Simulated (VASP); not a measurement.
# SiC (P6_3mc) in VASP: a series of runs, part 3 of 3

VASP 6.6.1.

### Step 6. Single point, PBEsol (film at in-plane strain -0.01)

File INCAR:

```
  ALGO = Normal
  EDIFF = 1E-7
  ENCUT = 520
  GGA = PS
  ISIF = 2
  ISMEAR = 0
  LASPH = True
  LCHARG = False
  LREAL = False
  LWAVE = False
  NBANDS = 16
  NELM = 80
  PREC = Accurate
  SIGMA = 0.01
```

File KPOINTS:

```
k-points
0
Gamma
  8 8 6
```

File POSCAR:

```
SiC
1.0
    3.0450142372      0.0000000000      0.0000000000
   -1.5225071186      2.6370596843      0.0000000000
    0.0000000000      0.0000000000      5.0583781338
Si C
2 2
Direct
    0.3333333333      0.6666666667      0.0052983551
    0.6666666667      0.3333333333      0.5052983551
    0.3333333333      0.6666666667      0.3797016449
    0.6666666667      0.3333333333      0.8797016449
```

Potentials or basis: VASP PAW PBE potentials, release 64 (Si, C).

The run is started by

```
$ cat potpaw_PBE.64/Si/POTCAR potpaw_PBE.64/C/POTCAR > POTCAR
$ mpirun -np 1 vasp_std > vasp.out
```

OUTCAR:

```text
EDIFF = 1E-7
   ENCUT = 520
   GGA = PS
   ISIF = 2
   ISMEAR = 0
   LASPH = True
   LREAL = False
   NELM = 80
   PREC = Accurate

 ion  position               nearest neighbor table
   1  0.333  0.667  0.005-   4 1.87   4 1.87   4 1.87   3 1.89   2 3.08   2 3.08   2 3.08   2 3.08
                             2 3.08   2 3.08
   2  0.667  0.333  0.505-   3 1.87   3 1.87   3 1.87   4 1.89   1 3.08   1 3.08   1 3.08   1 3.08
                             1 3.08   1 3.08
   3  0.333  0.667  0.380-   2 1.87   2 1.87   2 1.87   1 1.89
   4  0.667  0.333  0.880-   1 1.87   1 1.87   1 1.87   2 1.89

  LATTYP: Found a hexagonal cell.
 ALAT       =     3.0450142372
 C/A-ratio  =     1.6612001586

  Lattice vectors:

 A1 = (   3.0450142372,   0.0000000000,   0.0000000000)
 A2 = (  -1.5225071186,   2.6370596843,   0.0000000000)
 A3 = (   0.0000000000,   0.0000000000,   5.0583781338)

Analysis of symmetry for initial positions (statically):
=====================================================================
 Subroutine PRICEL returns:
 Original cell was already a primitive cell.

 Routine SETGRP: Setting up the symmetry group for a
 hexagonal supercell.

 Subroutine GETGRP returns: Found 12 space group operations
 (whereof  6 operations were pure point group operations)
 out of a pool of 24 trial point group operations.

The static configuration has the point symmetry C_3v.
 The point group associated with its full space group is C_6v.

Analysis of symmetry for dynamics (positions and initial velocities):
=====================================================================
 Subroutine PRICEL returns:
 Original cell was already a primitive cell.

 Routine SETGRP: Setting up the symmetry group for a
 hexagonal supercell.

 Subroutine GETGRP returns: Found 12 space group operations
 (whereof  6 operations were pure point group operations)
 out of a pool of 24 trial point group operations.

The dynamic configuration has the point symmetry C_3v.
 The point group associated with its full space group is C_6v.

 Subroutine INISYM returns: Found 12 space group operations
 (whereof  6 operations are pure point group operations),
 and found     1 'primitive' translations

----------------------------------------------------------------------------------------

                                     Primitive cell

  volume of cell :      40.6182

  direct lattice vectors                    reciprocal lattice vectors
     3.045014237  0.000000000  0.000000000     0.328405689  0.189605113  0.000000000
    -1.522507119  2.637059684  0.000000000     0.000000000  0.379210226  0.000000000
     0.000000000  0.000000000  5.058378134     0.000000000  0.000000000  0.197691824

  length of vectors
     3.045014237  3.045014237  5.058378134     0.379210226  0.379210226  0.197691824

  position of ions in fractional coordinates (direct lattice)
     0.333333333  0.666666667  0.005298355
     0.666666667  0.333333333  0.505298355
     0.333333333  0.666666667  0.379701645
     0.666666667  0.333333333  0.879701645

  ion indices of the primitive-cell ions
   primitive index   ion index
                 1           1
                 2           2
[... 30 lines left out ...]
            Coordinates               Weight
  0.000000  0.000000  0.000000      1.000000
  0.125000  0.000000  0.000000      6.000000
  0.250000  0.000000  0.000000      6.000000
  0.375000  0.000000  0.000000      6.000000
  0.500000  0.000000  0.000000      3.000000
  0.125000  0.125000  0.000000      6.000000
[... 16 lines left out ...]
  0.250000  0.000000  0.333333     12.000000
  0.375000  0.000000  0.333333     12.000000
 [... further k-points ...]
   k-points           NKPTS =     40   k-points in BZ     NKDIM =     40   number of bands    NBANDS=     16
   number of dos      NEDOS =    301   number of ions     NIONS =      4
   total plane-waves  NPLWV =  23040
   dimension x,y,z NGX =    24 NGY =   24 NGZ =   40
   dimension x,y,z NGXF=    48 NGYF=   48 NGZF=   80
   ions per type =               2   2
   NGX,Y,Z   is equivalent  to a cutoff of  13.10, 13.10, 13.15 a.u.
   NGXF,Y,Z  is equivalent  to a cutoff of  26.21, 26.21, 26.29 a.u.
 SYSTEM =  unknown system
   PREC   = accura    normal or accurate (medium, high low for compatibility)
   ISTART =      0    job   : 0-new  1-cont  2-samecut
   ICHARG =      2    charge: 1-file 2-atom 10-const
   ISPIN  =      1    spin polarized calculation?
   LNONCOLLINEAR =      F non collinear calculations
   LSORBIT =      F    spin-orbit coupling
   LASPH  =      T    aspherical Exc in radial PAW
   ENCUT  =  520.0 eV  38.22 Ry    6.18 a.u.   5.66  5.66  9.41*2*pi/ulx,y,z
   NELM   =     80;   NELMIN=  2; NELMDL= -5     # of ELM steps
   EDIFF  = 0.1E-06   stopping-criterion for ELM
   LREAL  =      F    real-space projection
   EDIFFG = 0.1E-05   stopping-criterion for IOM
   NSW    =      0    number of steps for IOM
   IBRION =     -1    ionic relax: 0-MD 1-quasi-New 2-CG
   NFREE  =      0    steps in history (QN), initial steepest desc. (CG)
   ISIF   =      2    stress and relaxation
   ISYM   =      2    0-nonsym 1-usesym 2-fastsym
   POTIM  = 0.5000    time-step for ionic-motion
   TEBEG  =    0.0;   TEEND  =   0.0 temperature during run
   PSTRESS=    0.0 pullay stress
   NELECT =      16.0000    total number of electrons
   NUPDOWN=      -1.0000    fix difference up-down
   EMIN   =  10.00;   EMAX   =-10.00  energy-range for DOS
   EFERMI =   0.00;   METHOD = LEGACY
   ISMEAR =     0;   SIGMA  =   0.01  broadening in eV -4-tet -1-fermi 0-gaus
   EFERMI_NEDOS =   21; number of points for ismear=-14 and -15
   IALGO  =     38    algorithm
   IMIX   =      4    mixing-type and parameters
     AMIX     =   0.40;   BMIX     =  1.00
     AMIX_MAG =   1.60;   BMIX_MAG =  1.00
  volume/ion in A,a.u.               =      10.15        68.53
  Fermi-wavevector in a.u.,A,eV,Ry     =   1.200074  2.267811 19.594800  1.440177
  Thomas-Fermi vector in A             =   2.335920
   LORBIT       =      0    0 simple, 1 ext, 2 COOP (PROOUT), +10 PAW based schemes
   GGA     = PS    functional components
   LHFCALC =     F    Hartree Fock is set to
   AEXX    =    0.0000 exact exchange contribution
   IVDW    =     0    specifies the selected vdW correction
   LEPSILON=     F    determine dielectric tensor
   LRPA    =     F    only Hartree local field effects (RPA)
 non-spin polarized calculation
 Gauss-broadening in eV      SIGMA  =   0.01
  energy-cutoff  :      520.00
  volume of cell :       40.62
 maximum number of plane-waves:      1111
 NGX is ok and might be reduce to    24
   NGX = 11   NGY = 11   NGZ = 19

 number of electron      15.9999998 magnetization

 Free energy of the ion-electron system (eV)
  ---------------------------------------------------
  ext. energy  EPLUGINS =         0.00000000
  ---------------------------------------------------
  free energy    TOTEN  =       -31.80292207 eV

  energy without entropy =      -31.80292207  energy(sigma->0) =      -31.80292207

 E-fermi :   8.4962     XC(G=0): -11.5788

 val. band max:        8.4533528622   @ k =   0.0000   0.0000   0.0000
 cond. band min:      10.7016466159   @ k =   0.3750   0.2500   0.0000
 fundamental gap:      2.2482937536
 Fermi energy:         8.4961631193

 k-point     1 :       0.0000    0.0000    0.0000
  band No.  band energies     occupation
      1      -7.3190      2.00000
      2      -3.7370      2.00000
      3      -0.4945      2.00000
      4       7.1775      2.00000
      5       7.1775      2.00000
      6       8.2103      2.00000
[... 433 lines left out ...]
      3       0.7744      2.00000
      4       2.0261      2.00000
      5       4.2370      2.00000
      6       5.7263      2.00000
[... 8 lines left out ...]
     15      20.2118      0.00000
     16      20.4933      0.00000

 [... further k-points ...]

------------------------ aborting loop because EDIFF is reached ----------------------------------------

  FORCE on cell =-STRESS in cart. coord.  units (eV):
  Direction    XX          YY          ZZ          XY          YZ          ZX
  --------------------------------------------------------------------------------------
  -------------------------------------------------------------------------------------
  Total        1.7013814      1.7013814      0.0888452      0.0000000      0.0000000      0.0000000
  in kB       67.1106877     67.1106877      3.5044829      0.0000000      0.0000000      0.0000000
  external PRESSURE =      45.9086194 kB  Pullay stress =       0.0000000 kB

 VOLUME and BASIS-vectors are now :
 -----------------------------------------------------------------------------
  energy-cutoff  :      520.00
  volume of cell :       40.62
      direct lattice vectors                 reciprocal lattice vectors
     3.045014237  0.000000000  0.000000000     0.328405689  0.189605113  0.000000000
    -1.522507119  2.637059684  0.000000000     0.000000000  0.379210226  0.000000000
     0.000000000  0.000000000  5.058378134     0.000000000  0.000000000  0.197691824

 POSITION                                       TOTAL-FORCE (eV/Angst)
 -----------------------------------------------------------------------------------
     -0.00000      1.75804      0.02680         0.000000      0.000000      0.003826
      1.52251      0.87902      2.55599        -0.000000     -0.000000      0.003826
     -0.00000      1.75804      1.92067         0.000000     -0.000000     -0.003826
      1.52251      0.87902      4.44986        -0.000000      0.000000     -0.003826
 -----------------------------------------------------------------------------------
    total drift:                               -0.000000      0.000000     -0.000218

  FREE ENERGIE OF THE ION-ELECTRON SYSTEM (eV)
  ---------------------------------------------------
  free  energy   TOTEN  =       -31.8029220702 eV

  energy  without entropy=      -31.8029220702  energy(sigma->0) =      -31.80292207
```

Wall time 15 s (1 thread of Intel Xeon 6975P-C, shared host); peak memory 0.16 GiB.

Results:

| Item | Value |
| --- | --- |
| Free energy | -31.8029 eV |
| Pressure | 4.6 GPa |
| Largest force | 0.004 eV/Å |
| Band gap on the k mesh | 2.25 eV, indirect (least direct gap 3.98 eV) |

Forces on the atoms (eV/Å):
```
Si   0.000  0.000  0.004
Si   0.000  0.000  0.004
C    0.000  0.000 -0.004
C    0.000  0.000 -0.004
```

Caveat: the cell differs from its parent crystal (film at in-plane strain -0.01); the PAW data sets were made with another functional, which shifts forces and pressure a little.

### Step 7. Summary

```tsv
cell	gap on the mesh (eV)	pressure (GPa)
a = 3.014, b = 3.014, c = 5.070 Å, angles 90.0, 90.0, 120.0°, 4 atoms	2.11	9.1
a = 3.076, b = 3.076, c = 5.048 Å, angles 90.0, 90.0, 120.0°, 4 atoms	2.37	0.4
a = 3.045, b = 3.045, c = 5.058 Å, angles 90.0, 90.0, 120.0°, 4 atoms	2.25	4.6
a = 3.045, b = 3.045, c = 5.078 Å, angles 90.0, 90.0, 120.0°, 4 atoms	2.29	3.8
```

Alike in all rows: task single point; level PBEsol; potentials or basis VASP PAW PBE potentials, release 64 (Si, C); no spin polarisation; k mesh 8 × 8 × 6; cutoff (eV) 520; smearing gaussian 0.01 eV.

Caveats: the PAW data sets were made with another functional, which shifts forces and pressure a little.

Absolute energies hang on the potentials; compare differences alone.
